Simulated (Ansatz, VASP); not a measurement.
BaTe: VASP beside Ansatz

POSCAR

```
BaTe
1.0
    0.0000000000      3.5323868488      3.5323868488
    3.5323868488      0.0000000000      3.5323868488
    3.5323868488      3.5323868488      0.0000000000
Ba Te
1 1
Direct
    0.0000000000      0.0000000000      0.0000000000
    0.5000000000      0.5000000000      0.5000000000
```

INCAR.step1

```
  PREC = Accurate
  ENCUT = 520
  ISMEAR = 0
  SIGMA = 0.01
  LREAL = F
  LASPH = T
  NELM = 100
  NBANDS = 15
  GGA = PE
  ALGO = Normal
  EDIFF = 1E-4
  LWAVE = T
  LCHARG = F
```

File INCAR.step2:

```
  PREC = Accurate
  ENCUT = 520
  EDIFF = 1E-6
  ISMEAR = 0
  SIGMA = 0.01
  LREAL = F
  LASPH = T
  NELM = 100
  ALGO = Normal
  ISIF = 2
  LWAVE = F
  LCHARG = F
  METAGGA = R2SCAN
  LMIXTAU = T
  NBANDS = 15
  ISTART = 1
```

KPOINTS

```
regular mesh
0
Gamma
  6 6 6
```

Input for Ansatz:

```yaml
crystal:
  lattice:
    - [0.0, 3.5323868488, 3.5323868488]
    - [3.5323868488, 0.0, 3.5323868488]
    - [3.5323868488, 3.5323868488, 0.0]
  atoms:
    - { symbol: Ba, position: [0.0, 0.0, 0.0] }
    - { symbol: Te, position: [0.5, 0.5, 0.5] }
kpoints:
  mp_grid: { grid: [6, 6, 6] }
  band_path:
    path:
      - [0.0, 0.0, 0.0]
      - [0.5, 0.0, 0.5]
      - [0.625, 0.25, 0.625]
      - [0.375, 0.375, 0.75]
      - [0.5, 0.5, 0.5]
      - [0.5, 0.25, 0.75]
      - [0.0, 0.5, 0.5]
    npoints: 1
hamiltonian:
  xc: r2scan
scf:
  occupations: { method: fixed }
  n_extra_bands: 4
output:
  forces: true
  stress: true
  eigenvalues: true
```

Alike in both runs: task single point; functional r2SCAN; k mesh 6 × 6 × 6; no spin polarisation.

|  | VASP | Ansatz |
| --- | --- | --- |
| version | VASP 6.6.1 | Ansatz 0.2.0 |
| potentials or method | VASP PAW PBE potentials, release 64 (Ba_sv, Te) | plane waves, PAW |
| plane-wave cutoff (eV) | 520 | 500 |
| occupations | gaussian, width 0.01 eV | fixed |
| valence electrons in the cell | 16 | 26 |

```tsv
	VASP	Ansatz	Ansatz less VASP
gap on the k mesh at the Fermi level (eV)	1.93	2.00	+0.072
pressure (GPa)	0.3	0.0	-0.32
```

VASP's potentials were made for PBE, not for r2SCAN. VASP's potentials hold 16 valence electrons a cell and Ansatz's 26, so a difference there can come from the potentials and not from the codes.

Neither program's run includes spin-orbit coupling.
